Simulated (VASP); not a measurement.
# Ge (Pm-3m) in VASP: a series of runs, part 2 of 2

VASP 6.6.1.

## (3) Single point, PBE (volume scaled by 0.6)

Contents of INCAR:

```
SYSTEM = Ge
PREC = Accurate
ENCUT = 520
EDIFF = 1E-6
ISMEAR = -1
SIGMA = 0.08
LREAL = .FALSE.
LASPH = .TRUE.
NELM = 80
ALGO = Normal
ISIF = 2
LWAVE = .FALSE.
LCHARG = .FALSE.
GGA = PE
NBANDS = 13
```

Contents of KPOINTS:

```
regular mesh
0
G
  15 15 15
  0 0 0
```

Contents of POSCAR:

```
Ge
1.0
    2.2859767169      0.0000000000      0.0000000000
    0.0000000000      2.2859767169      0.0000000000
    0.0000000000      0.0000000000      2.2859767169
Ge
1
Direct
    0.0000000000      0.0000000000      0.0000000000
```

Potentials or basis: VASP PAW PBE potentials, release 64 (Ge_d).

Started as:

```
$ cat potpaw_PBE.64/Ge_d/POTCAR > POTCAR
$ mpirun -np 1 vasp_std > vasp.out
```

It took 5.6 s on 1 thread of Intel Xeon 6975P-C (Granite Rapids), shared host; peak memory 0.13 GiB.

The run converged. Its results:

* Free energy: -2.5252 eV
* Pressure: 113.8 GPa
* Band gap on the k mesh: zero (band 7 reaches 22.37 eV, above the bottom of band 8 at 10.01 eV)

Levels at points of the mesh, in eV from the Fermi level:
| k point | band 4 | band 5 | band 6 | band 7 | band 8 | band 9 | band 10 | band 11 |
| --- | --- | --- | --- | --- | --- | --- | --- | --- |
| (0.00, 0.00, 0.00) | -25.06 | -25.06 | -18.17 | 9.47 | 9.47 | 9.47 | 12.22 | 12.22 |

## (4) Single point, PBE (volume scaled by 0.68)

Contents of INCAR:

```
PREC = Accurate ; ENCUT = 520
EDIFF = 1E-6 ; ISMEAR = -1
SIGMA = 0.08 ; LREAL = F
LASPH = T ; NELM = 80
ALGO = Normal ; ISIF = 2
LWAVE = F ; LCHARG = T
GGA = PE ; LELF = T
LVHAR = T ; NBANDS = 13
```

Contents of KPOINTS:

```
regular mesh
0
Gamma
  15 15 15
```

Contents of POSCAR:

```
Ge
1.0
    2.3833675579      0.0000000000      0.0000000000
    0.0000000000      2.3833675579      0.0000000000
    0.0000000000      0.0000000000      2.3833675579
Ge
1
Direct
    0.0000000000      0.0000000000      0.0000000000
```

Potentials or basis: VASP PAW PBE potentials, release 64 (Ge_d).

Started as:

```
$ cat potpaw_PBE.64/Ge_d/POTCAR > POTCAR
$ mpirun -np 1 vasp_std > vasp.out
```

OUTCAR:

```text
PREC = Accurate
   ENCUT = 520
   EDIFF = 1E-6
   ISMEAR = -1
   LREAL = F
   LASPH = T
   NELM = 80
   ISIF = 2
   GGA = PE

 ion  position               nearest neighbor table
   1  0.000  0.000  0.000-

  LATTYP: Found a simple cubic cell.
 ALAT       =     2.3833675579

  Lattice vectors:

 A1 = (   2.3833675579,   0.0000000000,   0.0000000000)
 A2 = (   0.0000000000,   2.3833675579,   0.0000000000)
 A3 = (   0.0000000000,   0.0000000000,   2.3833675579)

Analysis of symmetry for initial positions (statically):
=====================================================================
 Subroutine PRICEL returns:
 Original cell was already a primitive cell.

 Routine SETGRP: Setting up the symmetry group for a
 simple cubic supercell.

 Subroutine GETGRP returns: Found 48 space group operations
 (whereof 48 operations were pure point group operations)
 out of a pool of 48 trial point group operations.

The static configuration has the point symmetry O_h .

Analysis of symmetry for dynamics (positions and initial velocities):
=====================================================================
 Subroutine PRICEL returns:
 Original cell was already a primitive cell.

 Routine SETGRP: Setting up the symmetry group for a
 simple cubic supercell.

 Subroutine GETGRP returns: Found 48 space group operations
 (whereof 48 operations were pure point group operations)
 out of a pool of 48 trial point group operations.

The dynamic configuration has the point symmetry O_h .

 Subroutine INISYM returns: Found 48 space group operations
 (whereof 48 operations are pure point group operations),
 and found     1 'primitive' translations

----------------------------------------------------------------------------------------

                                     Primitive cell

  volume of cell :      13.5386

  direct lattice vectors                    reciprocal lattice vectors
     2.383367558  0.000000000  0.000000000     0.419574395  0.000000000  0.000000000
     0.000000000  2.383367558  0.000000000     0.000000000  0.419574395  0.000000000
[... 108 lines left out ...]
   GGA     = PE    functional components
[... 5 lines left out ...]
 non-spin polarized calculation
  energy-cutoff  :      520.00
  volume of cell :       13.54
 maximum number of plane-waves:       376
 NGX is ok and might be reduce to    18
   NGX =  9   NGY =  9   NGZ =  9

 number of electron      14.0000002 magnetization

 Free energy of the ion-electron system (eV)
  ---------------------------------------------------
  ext. energy  EPLUGINS =         0.00000000
  ---------------------------------------------------
  free energy    TOTEN  =        -3.38859289 eV

  energy without entropy =       -3.38411294  energy(sigma->0) =       -3.38635291

 E-fermi :  10.8201     XC(G=0): -12.9543

 val. band max:       10.7801973598   @ k =   0.3333   0.3333   0.0667
 cond. band min:      10.9165355092   @ k =   0.4000   0.4000   0.2667
 fundamental gap:      0.1363381494
 Fermi energy:        10.8201032174

 k-point     1 :       0.0000    0.0000    0.0000
  band No.  band energies     occupation
      1     -14.6432      2.00000
      2     -14.6432      2.00000
      3     -13.9444      2.00000
      4     -13.9444      2.00000
      5     -13.9444      2.00000
      6      -5.7244      2.00000
      7      19.5888      0.00000
      8      19.5888      0.00000
      9      19.5888      0.00000
     10      22.4535      0.00000
     11      22.4535      0.00000
     12      27.6596      0.00000
     13      44.6754      0.00000
[... 354 lines left out ...]
  band No.  band energies     occupation
      1     -14.5007      2.00000
      2     -14.1871      2.00000
      3     -14.1775      2.00000
      4     -14.0780      2.00000
      5     -13.9952      2.00000
      6      -1.6890      2.00000
      7       7.6615      2.00000
      8      14.8801      0.00000
      9      23.6131      0.00000
     10      24.1015      0.00000
     11      27.6710      0.00000
     12      34.3526      0.00000
     13      34.4929      0.00000

 [... further k-points ...]

------------------------ aborting loop because EDIFF is reached ----------------------------------------

  FORCE on cell =-STRESS in cart. coord.  units (eV):
  Direction    XX          YY          ZZ          XY          YZ          ZX
  --------------------------------------------------------------------------------------
  -------------------------------------------------------------------------------------
  Total        5.4236831      5.4236831      5.4236831      0.0000000     -0.0000000      0.0000000
  in kB      641.8474503    641.8474503    641.8474503      0.0000000     -0.0000000      0.0000000
  external PRESSURE =     641.8474503 kB  Pullay stress =       0.0000000 kB

 VOLUME and BASIS-vectors are now :
 -----------------------------------------------------------------------------
  energy-cutoff  :      520.00
  volume of cell :       13.54
      direct lattice vectors                 reciprocal lattice vectors
     2.383367558  0.000000000  0.000000000     0.419574395  0.000000000  0.000000000
     0.000000000  2.383367558  0.000000000     0.000000000  0.419574395  0.000000000
     0.000000000  0.000000000  2.383367558     0.000000000  0.000000000  0.419574395

 POSITION                                       TOTAL-FORCE (eV/Angst)
 -----------------------------------------------------------------------------------
      0.00000      0.00000      0.00000         0.000000      0.000000      0.000000
 -----------------------------------------------------------------------------------
    total drift:                               -0.000000      0.000000      0.000000

  FREE ENERGIE OF THE ION-ELECTRON SYSTEM (eV)
  ---------------------------------------------------
  free  energy   TOTEN  =        -3.3885928858 eV

  energy  without entropy=       -3.3841129433  energy(sigma->0) =       -3.38635291
```

stdout:

```text
POSCAR found type information on POSCAR Ge
 POSCAR found :  1 types and       1 ions
 scaLAPACK will be used
 LDA part: xc-table for (Slater+PW92), standard interpolation
 POSCAR, INCAR and KPOINTS ok, starting setup
 FFT: planning ... GRIDC
 FFT: planning ... GRID_SOFT
 FFT: planning ... GRID
 WAVECAR not read
 entering main loop
```

Wall time 5.9 s (1 thread of Intel Xeon 6975P-C (Granite Rapids), shared host); peak memory 0.12 GiB.

What came out:

```yaml
Free_energy: -3.3886 eV
Pressure: 64.2 GPa
Band_gap_on_the_k_mesh: zero (band 7 reaches 19.59 eV, above the bottom of band 8 at 7.88 eV)
```

## (5) Single point, PBE (volume scaled by 0.68)

Contents of INCAR:

```
SYSTEM = Ge
PREC     = Accurate       ! precision mode
ENCUT    = 520            ! plane-wave cutoff, eV
EDIFF    = 1E-6           ! SCF threshold, eV
ISMEAR   = -1             ! smearing method
SIGMA    = 0.08           ! smearing width, eV
LREAL    = .False.        ! projectors in reciprocal space
LASPH    = .True.         ! aspherical terms in the spheres
NELM     = 80             ! most SCF steps
ALGO     = Normal         ! electronic algorithm
ISIF     = 2              ! what is computed and relaxed
LWAVE    = .False.        ! write WAVECAR
LCHARG   = .False.        ! write CHGCAR
GGA      = PE             ! functional
NBANDS   = 13             ! bands
```

Contents of KPOINTS:

```
regular mesh
0
Gamma
  15 15 15
  0 0 0
```

POSCAR is that of step 4.

Started as:

```
$ cat potpaw_PBE.64/Ge_d/POTCAR > POTCAR
$ mpirun -np 1 vasp_std > vasp.out
```

It took 5.7 s on 1 thread of Intel Xeon 6975P-C (Granite Rapids), shared host; peak memory 0.13 GiB.

The run converged. Its results:

```yaml
Free_energy: -3.3886 eV
Pressure: 64.2 GPa
Band_gap_on_the_k_mesh: zero (band 7 reaches 19.59 eV, above the bottom of band 8 at 7.88 eV)
```

Levels at points of the mesh, in eV from the Fermi level:
| k point | band 4 | band 5 | band 6 | band 7 | band 8 | band 9 | band 10 | band 11 |
| --- | --- | --- | --- | --- | --- | --- | --- | --- |
| (0.00, 0.00, 0.00) | -24.76 | -24.76 | -16.54 | 8.77 | 8.77 | 8.77 | 11.63 | 11.63 |
